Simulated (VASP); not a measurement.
A run of VASP 6.6.1 is set up as follows.

INCAR

```
SYSTEM = Ti
ALGO = Normal
EDIFF = 1E-7
ENCUT = 520
GGA = PE
ISIF = 2
ISMEAR = -1
LASPH = .TRUE.
LCHARG = .FALSE.
LREAL = .FALSE.
LWAVE = .FALSE.
NBANDS = 12
NELM = 60
PREC = Accurate
SIGMA = 0.1
```

Contents of KPOINTS:

```
k-points
0
G
  19 19 19
  0 0 0
```

POSCAR

```
Ti
1.0
    0.0000000000      1.7297107599      1.7297107599
    1.7297107599      0.0000000000      1.7297107599
    1.7297107599      1.7297107599      0.0000000000
Ti
1
Direct
    0.0000000000      0.0000000000      0.0000000000
```

Potentials or basis: VASP PAW PBE potentials, release 64 (Ti_sv).

Run with:

```bash
$ cat potpaw_PBE.64/Ti_sv/POTCAR > POTCAR
$ mpirun -np 1 vasp_std > vasp.out
```

Problem. What does it give for the pressure?

Solution. 125.5 GPa.

Problem. What does it give for the band gap on the k mesh?

Solution. Zero (band 6 reaches 15.88 eV, above the bottom of band 7 at 14.10 eV).

Caveat: the cell differs from its parent crystal (volume scaled by 0.594, to set the pressure).
